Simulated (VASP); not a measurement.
Here is a VASP 6.6.1 calculation.

The input POSCAR:

```
Cs2KVN6
1.0
    0.0000000000      4.6448425439      4.6448425439
    4.6448425439      0.0000000000      4.6448425439
    4.6448425439      4.6448425439      0.0000000000
N K V Cs
6 1 1 2
Direct
    0.8013195377      0.1986804623      0.1986804623
    0.1986804623      0.8013195377      0.1986804623
    0.1986804623      0.8013195377      0.8013195377
    0.8013195377      0.1986804623      0.8013195377
    0.1986804623      0.1986804623      0.8013195377
    0.8013195377      0.8013195377      0.1986804623
    0.5000000000      0.5000000000      0.5000000000
    0.0000000000      0.0000000000      0.0000000000
    0.2500000000      0.2500000000      0.2500000000
    0.7500000000      0.7500000000      0.7500000000
```

Contents of INCAR.step1:

```
SYSTEM = Cs2KVN6
PREC = Accurate
ENCUT = 520
ISMEAR = -1
SIGMA = 0.134
LREAL = .False.
LASPH = .True.
NELM = 60
NBANDS = 46
GGA = PE
ALGO = Normal
EDIFF = 1E-4
LWAVE = .True.
LCHARG = .False.
```

File INCAR.step2:

```
SYSTEM = Cs2KVN6
PREC = Accurate
ENCUT = 520
EDIFF = 1E-6
ISMEAR = -1
SIGMA = 0.134
LREAL = .False.
LASPH = .True.
NELM = 60
ALGO = Normal
ISIF = 2
LWAVE = .False.
LCHARG = .True.
METAGGA = R2SCAN
LMIXTAU = .True.
LELF = .True.
LVHAR = .True.
NBANDS = 46
ISTART = 1
```

The input KPOINTS:

```
regular mesh
0
Gamma
  7 7 7
  0 0 0
```

Potentials or basis: VASP PAW PBE potentials, release 64 (N, K_sv, V_sv, Cs_sv).

Command:

```sh
$ cat potpaw_PBE.64/N/POTCAR potpaw_PBE.64/K_sv/POTCAR potpaw_PBE.64/V_sv/POTCAR potpaw_PBE.64/Cs_sv/POTCAR > POTCAR
$ cp INCAR.step1 INCAR
$ mpirun -np 1 vasp_std > vasp.out
$ cp INCAR.step2 INCAR
$ mpirun -np 1 vasp_std > vasp.out
```

(1) What does it give for the largest force?

(2) Estimate the band gap on the k mesh.

## Answers

(1) 0.052 eV/Å.

(2) zero (bands 35 and 36 overlap by 0.33 eV).

Caveat: the PAW data sets were made with another functional, which shifts forces and pressure a little; spin-orbit coupling is left out, which moves the levels of the heavy elements; the run has no spin polarisation, though such a crystal can be magnetic.
